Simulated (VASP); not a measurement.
# LaHg (Pm-3m) in VASP: a series of runs, part 2 of 2

VASP 6.6.1. Earlier steps stand in the parts before.

## Step 4: Electric field gradients, LDA (volume scaled by 1.02)

File INCAR:

```
SYSTEM = LaHg
PREC = Accurate
ENCUT = 400
EDIFF = 1E-8
ISMEAR = -1
SIGMA = 0.08
LREAL = .FALSE.
LASPH = .TRUE.
NELM = 200
ALGO = Normal
ISIF = 2
LWAVE = .FALSE.
LCHARG = .FALSE.
LEFG = .TRUE.
NBANDS = 18
GGA_COMPAT = .FALSE.
LMAXMIX = 6
```

File KPOINTS:

```
Automatic mesh
0
G
  11 11 11
  0 0 0
```

File POSCAR:

```
LaHg
1.0
    3.8624113366      0.0000000000      0.0000000000
    0.0000000000      3.8624113366      0.0000000000
    0.0000000000      0.0000000000      3.8624113366
La Hg
1 1
Direct
    0.5000000000      0.5000000000      0.5000000000
    0.0000000000      0.0000000000      0.0000000000
```

Potentials or basis: VASP PAW LDA potentials, release 64 (La, Hg).

On the command line:

```console
$ cat potpaw_LDA.64/La/POTCAR potpaw_LDA.64/Hg/POTCAR > POTCAR
$ mpirun -np 1 vasp_std > vasp.out
```

OUTCAR:

```text
SYSTEM = LaHg
   PREC = Accurate
   ENCUT = 400
   EDIFF = 1E-8
   ISMEAR = -1
   LREAL = .FALSE.
   LASPH = .TRUE.
   NELM = 200
   ISIF = 2

 ion  position               nearest neighbor table
   1  0.500  0.500  0.500-   2 3.34   2 3.34   2 3.34   2 3.34   2 3.34   2 3.34   2 3.34   2 3.34

   2  0.000  0.000  0.000-   1 3.34   1 3.34   1 3.34   1 3.34   1 3.34   1 3.34   1 3.34   1 3.34

  LATTYP: Found a simple cubic cell.
 ALAT       =     3.8624113366

  Lattice vectors:

 A1 = (   3.8624113366,   0.0000000000,   0.0000000000)
 A2 = (   0.0000000000,   3.8624113366,   0.0000000000)
 A3 = (   0.0000000000,   0.0000000000,   3.8624113366)

Analysis of symmetry for initial positions (statically):
=====================================================================
 Subroutine PRICEL returns:
 Original cell was already a primitive cell.

 Routine SETGRP: Setting up the symmetry group for a
 simple cubic supercell.

 Subroutine GETGRP returns: Found 48 space group operations
 (whereof 48 operations were pure point group operations)
 out of a pool of 48 trial point group operations.

The static configuration has the point symmetry O_h .

Analysis of symmetry for dynamics (positions and initial velocities):
=====================================================================
 Subroutine PRICEL returns:
 Original cell was already a primitive cell.

 Routine SETGRP: Setting up the symmetry group for a
 simple cubic supercell.

 Subroutine GETGRP returns: Found 48 space group operations
 (whereof 48 operations were pure point group operations)
 out of a pool of 48 trial point group operations.

The dynamic configuration has the point symmetry O_h .

 Subroutine INISYM returns: Found 48 space group operations
 (whereof 48 operations are pure point group operations),
 and found     1 'primitive' translations

----------------------------------------------------------------------------------------

                                     Primitive cell

  volume of cell :      57.6203

  direct lattice vectors                    reciprocal lattice vectors
     3.862411337  0.000000000  0.000000000     0.258905620  0.000000000  0.000000000
     0.000000000  3.862411337  0.000000000     0.000000000  0.258905620  0.000000000
     0.000000000  0.000000000  3.862411337     0.000000000  0.000000000  0.258905620

  length of vectors
     3.862411337  3.862411337  3.862411337     0.258905620  0.258905620  0.258905620

  position of ions in fractional coordinates (direct lattice)
     0.500000000  0.500000000  0.500000000
     0.000000000  0.000000000  0.000000000

  ion indices of the primitive-cell ions
   primitive index   ion index
                 1           1
                 2           2

----------------------------------------------------------------------------------------

 KPOINTS: Automatic mesh

Automatic generation of k-mesh.
 Grid dimensions read from file:
 generate k-points for:   11   11   11
[... 64 lines left out ...]
   EDIFF  = 0.1E-07   stopping-criterion for ELM
   LREAL  =      F    real-space projection
   EDIFFG = 0.1E-06   stopping-criterion for IOM
   NSW    =      0    number of steps for IOM
   IBRION =     -1    ionic relax: 0-MD 1-quasi-New 2-CG
   NFREE  =      0    steps in history (QN), initial steepest desc. (CG)
   ISIF   =      2    stress and relaxation
   ISYM   =      2    0-nonsym 1-usesym 2-fastsym
   POTIM  = 0.5000    time-step for ionic-motion
   TEBEG  =    0.0;   TEEND  =   0.0 temperature during run
   PSTRESS=    0.0 pullay stress
   NELECT =      23.0000    total number of electrons
   NUPDOWN=      -1.0000    fix difference up-down
   EMIN   =  10.00;   EMAX   =-10.00  energy-range for DOS
   EFERMI =   0.00;   METHOD = LEGACY
   ISMEAR =    -1;   SIGMA  =   0.08  broadening in eV -4-tet -1-fermi 0-gaus
   EFERMI_NEDOS =   21; number of points for ismear=-14 and -15
   IALGO  =     38    algorithm
   IMIX   =      4    mixing-type and parameters
     AMIX     =   0.40;   BMIX     =  1.00
     AMIX_MAG =   1.60;   BMIX_MAG =  1.00
  volume/ion in A,a.u.               =      28.81       194.42
  Fermi-wavevector in a.u.,A,eV,Ry     =   1.205384  2.277846 19.768608  1.452952
  Thomas-Fermi vector in A             =   2.341082
   LORBIT       =      0    0 simple, 1 ext, 2 COOP (PROOUT), +10 PAW based schemes
   GGA     = CA    functional components
   LHFCALC =     F    Hartree Fock is set to
   AEXX    =    0.0000 exact exchange contribution
   IVDW    =     0    specifies the selected vdW correction
   LEPSILON=     F    determine dielectric tensor
   LRPA    =     F    only Hartree local field effects (RPA)
 non-spin polarized calculation
  energy-cutoff  :      400.00
  volume of cell :       57.62
 maximum number of plane-waves:      1058
 NGX is ok and might be reduce to    28
   NGX = 13   NGY = 13   NGZ = 13

 number of electron      22.9999997 magnetization

 Free energy of the ion-electron system (eV)
  ---------------------------------------------------
  ext. energy  EPLUGINS =         0.00000000
  ---------------------------------------------------
  free energy    TOTEN  =        -7.67477157 eV

  energy without entropy =       -7.61599376  energy(sigma->0) =       -7.64538267

 E-fermi :   6.4298     XC(G=0): -10.5616

 val. band max:        6.4292876174   @ k =   0.4545   0.3636   0.0909
 cond. band min:       6.4447386801   @ k =   0.1818   0.0909   0.0000
 fundamental gap:      0.0154510627
 Fermi energy:         6.4297750918

 k-point     1 :       0.0000    0.0000    0.0000
  band No.  band energies     occupation
      1     -26.5416      2.00000
      2     -10.0131      2.00000
      3     -10.0131      2.00000
      4     -10.0131      2.00000
      5      -1.1593      2.00000
      6      -1.1593      2.00000
[... 481 lines left out ...]
      5      -1.0456      2.00000
      6      -0.8657      2.00000
[... 10 lines left out ...]
     17       7.9417      0.00000
     18       7.9607      0.00000

 [... further k-points ...]
[... 5 lines left out ...]
  --------------------------------------------------------------------------------------
  -------------------------------------------------------------------------------------
  Total       -1.0034219     -1.0034219     -1.0034219     -0.0000000     -0.0000000      0.0000000
  in kB      -27.9009236    -27.9009236    -27.9009236     -0.0000000     -0.0000000      0.0000000
  external PRESSURE =     -27.9009236 kB  Pullay stress =       0.0000000 kB

 VOLUME and BASIS-vectors are now :
 -----------------------------------------------------------------------------
  energy-cutoff  :      400.00
  volume of cell :       57.62
      direct lattice vectors                 reciprocal lattice vectors
     3.862411337  0.000000000  0.000000000     0.258905620  0.000000000  0.000000000
     0.000000000  3.862411337  0.000000000     0.000000000  0.258905620  0.000000000
     0.000000000  0.000000000  3.862411337     0.000000000  0.000000000  0.258905620

 POSITION                                       TOTAL-FORCE (eV/Angst)
 -----------------------------------------------------------------------------------
      1.93121      1.93121      1.93121         0.000000      0.000000      0.000000
      0.00000      0.00000      0.00000         0.000000      0.000000      0.000000
 -----------------------------------------------------------------------------------
    total drift:                               -0.000000      0.000000      0.000000

  FREE ENERGIE OF THE ION-ELECTRON SYSTEM (eV)
  ---------------------------------------------------
  free  energy   TOTEN  =        -7.6747715737 eV

  energy  without entropy=       -7.6159937564  energy(sigma->0) =       -7.64538267

 Electric field gradients (V/A^2)
---------------------------------------------------------------------
 ion       V_xx      V_yy      V_zz      V_xy      V_xz      V_yz
---------------------------------------------------------------------
   1       0.000     0.000     0.000    -0.000    -0.000    -0.000
   2       0.000    -0.000    -0.000     0.000    -0.000     0.000
---------------------------------------------------------------------

 Electric field gradients after diagonalization (V/A^2)
 (convention: |V_zz| > |V_xx| > |V_yy|)
----------------------------------------------------------------------
 ion       V_xx      V_yy      V_zz     asymmetry (V_yy - V_xx)/ V_zz
----------------------------------------------------------------------
   1       0.000     0.000     0.000      -0.012
   2       0.000    -0.000    -0.000       0.069
----------------------------------------------------------------------

           NMR quadrupolar parameters

 Cq : quadrupolar parameter    Cq=e*Q*V_zz/h
 eta: asymmetry parameters     (V_yy - V_xx)/ V_zz
 Q  : nuclear electric quadrupole moment in mb (millibarn)
----------------------------------------------------------------------
 ion       Cq(MHz)       eta       Q (mb)
----------------------------------------------------------------------
   1       0.000      -0.012       1.000
   2      -0.000       0.069       1.000
----------------------------------------------------------------------
```

OSZICAR:

```text
N       E                     dE             d eps       ncg     rms          rms(c)
DAV:   1     0.180483535377E+03    0.18048E+03   -0.83061E+03  2080   0.152E+03
DAV:   2     0.169460355145E+02   -0.16354E+03   -0.15166E+03  2480   0.252E+02
DAV:   3    -0.671725422008E+01   -0.23663E+02   -0.22513E+02  2862   0.117E+02
DAV:   4    -0.812300004195E+01   -0.14057E+01   -0.13507E+01  3664   0.266E+01
DAV:   5    -0.817918038357E+01   -0.56180E-01   -0.55586E-01  2788   0.392E+00    0.427E+00
DAV:   6    -0.769043447829E+01    0.48875E+00   -0.29281E+00  3248   0.137E+01    0.317E+00
DAV:   7    -0.768506685556E+01    0.53676E-02   -0.14631E-01  3256   0.317E+00    0.169E+00
DAV:   8    -0.767539521716E+01    0.96716E-02   -0.16890E-02  3374   0.109E+00    0.159E-01
DAV:   9    -0.767481515093E+01    0.58007E-03   -0.17938E-03  3616   0.362E-01    0.455E-02
DAV:  10    -0.767477518462E+01    0.39966E-04   -0.25268E-04  3654   0.132E-01    0.242E-02
DAV:  11    -0.767477174389E+01    0.34407E-05   -0.17858E-05  3192   0.344E-02    0.117E-02
DAV:  12    -0.767477156042E+01    0.18346E-06   -0.58532E-06  3590   0.156E-02    0.901E-04
DAV:  13    -0.767477157333E+01   -0.12910E-07   -0.17754E-07  2768   0.285E-03    0.513E-04
DAV:  14    -0.767477157373E+01   -0.39677E-09   -0.15382E-08  2502   0.842E-04
   1 F= -.76747716E+01 E0= -.76453827E+01  d E =-.587778E-01
```

stdout:

```text
POSCAR found type information on POSCAR LaHg
 POSCAR found :  2 types and       2 ions
 scaLAPACK will be used
 LDA part: xc-table for (Slater(with rela. corr.)+CA(PZ))
 , standard interpolation
 POSCAR, INCAR and KPOINTS ok, starting setup
 FFT: planning ... GRIDC
 FFT: planning ... GRID_SOFT
 FFT: planning ... GRID
 WAVECAR not read
 entering main loop
ion   1

ion   2
```

Run time: 23 s. Hardware: 1 thread of Intel Xeon 6975P-C (Granite Rapids), shared host; peak memory 0.18 GiB.

Results:

```
Free energy : -7.6748 eV
Pressure    : -2.8 GPa
```

Levels at points of the mesh, in eV from the Fermi level:
| k point | band 10 | band 11 | band 12 | band 13 | band 14 | band 15 |
| --- | --- | --- | --- | --- | --- | --- |
| (0.00, 0.00, 0.00) | -7.03 | -0.05 | -0.05 | 1.33 | 1.33 | 1.33 |

Caveat: without QUAD_EFG the Cq values of the log hold for a quadrupole moment of 1 mb, not for the nuclei; spin-orbit coupling is left out, which moves the levels of the heavy elements.

## Step 5: Electric field gradients, LDA (volume scaled by 1.02)

File INCAR:

```
  PREC = Accurate
  ENCUT = 400
  EDIFF = 1E-8
  ISMEAR = -1
  SIGMA = 0.08
  LREAL = False
  LASPH = True
  NELM = 200
  ALGO = Normal
  ISIF = 2
  LWAVE = False
  LCHARG = False
  LEFG = True
  NBANDS = 18
  GGA_COMPAT = False
  LMAXMIX = 6
```

File KPOINTS:

```
regular mesh
0
Gamma
  11 11 11
```

POSCAR is that of step 4.

Potentials or basis: VASP PAW LDA potentials, release 64 (La, Hg).

On the command line:

```console
$ cat potpaw_LDA.64/La/POTCAR potpaw_LDA.64/Hg/POTCAR > POTCAR
$ mpirun -np 1 vasp_std > vasp.out
```

OUTCAR:

```text
PREC = Accurate
   ENCUT = 400
   EDIFF = 1E-8
   ISMEAR = -1
   LREAL = False
   LASPH = True
   NELM = 200
   ISIF = 2

 ion  position               nearest neighbor table
   1  0.500  0.500  0.500-   2 3.34   2 3.34   2 3.34   2 3.34   2 3.34   2 3.34   2 3.34   2 3.34

   2  0.000  0.000  0.000-   1 3.34   1 3.34   1 3.34   1 3.34   1 3.34   1 3.34   1 3.34   1 3.34

  LATTYP: Found a simple cubic cell.
 ALAT       =     3.8624113366

  Lattice vectors:

 A1 = (   3.8624113366,   0.0000000000,   0.0000000000)
 A2 = (   0.0000000000,   3.8624113366,   0.0000000000)
 A3 = (   0.0000000000,   0.0000000000,   3.8624113366)

Analysis of symmetry for initial positions (statically):
=====================================================================
 Subroutine PRICEL returns:
 Original cell was already a primitive cell.

 Routine SETGRP: Setting up the symmetry group for a
 simple cubic supercell.

 Subroutine GETGRP returns: Found 48 space group operations
 (whereof 48 operations were pure point group operations)
[... 692 lines left out ...]
     3.862411337  0.000000000  0.000000000     0.258905620  0.000000000  0.000000000
     0.000000000  3.862411337  0.000000000     0.000000000  0.258905620  0.000000000
     0.000000000  0.000000000  3.862411337     0.000000000  0.000000000  0.258905620

 POSITION                                       TOTAL-FORCE (eV/Angst)
 -----------------------------------------------------------------------------------
      1.93121      1.93121      1.93121         0.000000      0.000000      0.000000
      0.00000      0.00000      0.00000         0.000000      0.000000      0.000000
 -----------------------------------------------------------------------------------
    total drift:                               -0.000000      0.000000      0.000000

  FREE ENERGIE OF THE ION-ELECTRON SYSTEM (eV)
  ---------------------------------------------------
  free  energy   TOTEN  =        -7.6747715737 eV

  energy  without entropy=       -7.6159937564  energy(sigma->0) =       -7.64538267

 Electric field gradients (V/A^2)
---------------------------------------------------------------------
 ion       V_xx      V_yy      V_zz      V_xy      V_xz      V_yz
---------------------------------------------------------------------
   1       0.000     0.000     0.000    -0.000    -0.000    -0.000
   2       0.000    -0.000    -0.000     0.000    -0.000     0.000
---------------------------------------------------------------------

 Electric field gradients after diagonalization (V/A^2)
 (convention: |V_zz| > |V_xx| > |V_yy|)
----------------------------------------------------------------------
 ion       V_xx      V_yy      V_zz     asymmetry (V_yy - V_xx)/ V_zz
----------------------------------------------------------------------
   1       0.000     0.000     0.000      -0.012
   2       0.000    -0.000    -0.000       0.069
----------------------------------------------------------------------

           NMR quadrupolar parameters

 Cq : quadrupolar parameter    Cq=e*Q*V_zz/h
 eta: asymmetry parameters     (V_yy - V_xx)/ V_zz
 Q  : nuclear electric quadrupole moment in mb (millibarn)
----------------------------------------------------------------------
 ion       Cq(MHz)       eta       Q (mb)
----------------------------------------------------------------------
   1       0.000      -0.012       1.000
   2      -0.000       0.069       1.000
----------------------------------------------------------------------
```

OSZICAR:

```text
N       E                     dE             d eps       ncg     rms          rms(c)
DAV:   1     0.180483535377E+03    0.18048E+03   -0.83061E+03  2080   0.152E+03
DAV:   2     0.169460355145E+02   -0.16354E+03   -0.15166E+03  2480   0.252E+02
DAV:   3    -0.671725422008E+01   -0.23663E+02   -0.22513E+02  2862   0.117E+02
DAV:   4    -0.812300004195E+01   -0.14057E+01   -0.13507E+01  3664   0.266E+01
DAV:   5    -0.817918038357E+01   -0.56180E-01   -0.55586E-01  2788   0.392E+00    0.427E+00
DAV:   6    -0.769043447829E+01    0.48875E+00   -0.29281E+00  3248   0.137E+01    0.317E+00
DAV:   7    -0.768506685556E+01    0.53676E-02   -0.14631E-01  3256   0.317E+00    0.169E+00
DAV:   8    -0.767539521716E+01    0.96716E-02   -0.16890E-02  3374   0.109E+00    0.159E-01
DAV:   9    -0.767481515093E+01    0.58007E-03   -0.17938E-03  3616   0.362E-01    0.455E-02
DAV:  10    -0.767477518462E+01    0.39966E-04   -0.25268E-04  3654   0.132E-01    0.242E-02
DAV:  11    -0.767477174389E+01    0.34407E-05   -0.17858E-05  3192   0.344E-02    0.117E-02
DAV:  12    -0.767477156042E+01    0.18346E-06   -0.58532E-06  3590   0.156E-02    0.901E-04
DAV:  13    -0.767477157333E+01   -0.12910E-07   -0.17754E-07  2768   0.285E-03    0.513E-04
DAV:  14    -0.767477157373E+01   -0.39677E-09   -0.15382E-08  2502   0.842E-04
   1 F= -.76747716E+01 E0= -.76453827E+01  d E =-.587778E-01
```

stdout:

```text
POSCAR found type information on POSCAR LaHg
 POSCAR found :  2 types and       2 ions
 scaLAPACK will be used
 LDA part: xc-table for (Slater(with rela. corr.)+CA(PZ))
 , standard interpolation
 POSCAR, INCAR and KPOINTS ok, starting setup
 FFT: planning ... GRIDC
 FFT: planning ... GRID_SOFT
 FFT: planning ... GRID
 WAVECAR not read
 entering main loop
ion   1

ion   2
```

Run time: 24 s. Hardware: 1 thread of Intel Xeon 6975P-C (Granite Rapids), shared host; peak memory 0.18 GiB.

What came out:

| Quantity | Value |
| --- | --- |
| Free energy | -7.6748 eV |
| Pressure | -2.8 GPa |

Caveat: without QUAD_EFG the Cq values of the log hold for a quadrupole moment of 1 mb, not for the nuclei; spin-orbit coupling is left out, which moves the levels of the heavy elements.

## Step 6: The runs side by side

| cell | gap on the mesh (eV) | pressure (GPa) |
| --- | --- | --- |
| a = 3.785 Å, 2 atoms | none | 0.8 |
| a = 3.824 Å, 2 atoms | none | -1.2 |
| a = 3.862 Å, 2 atoms | none | -2.8 |

Alike in all rows: task electric field gradients; level LDA; potentials or basis VASP PAW LDA potentials, release 64 (La, Hg); no spin polarisation; k mesh 11 × 11 × 11; cutoff (eV) 400; smearing fermi-dirac 0.08 eV.

Caveats: spin-orbit coupling is left out, which moves the levels of the heavy elements.

Total energies depend on the potentials used, so only differences within one code and one set of settings carry meaning.
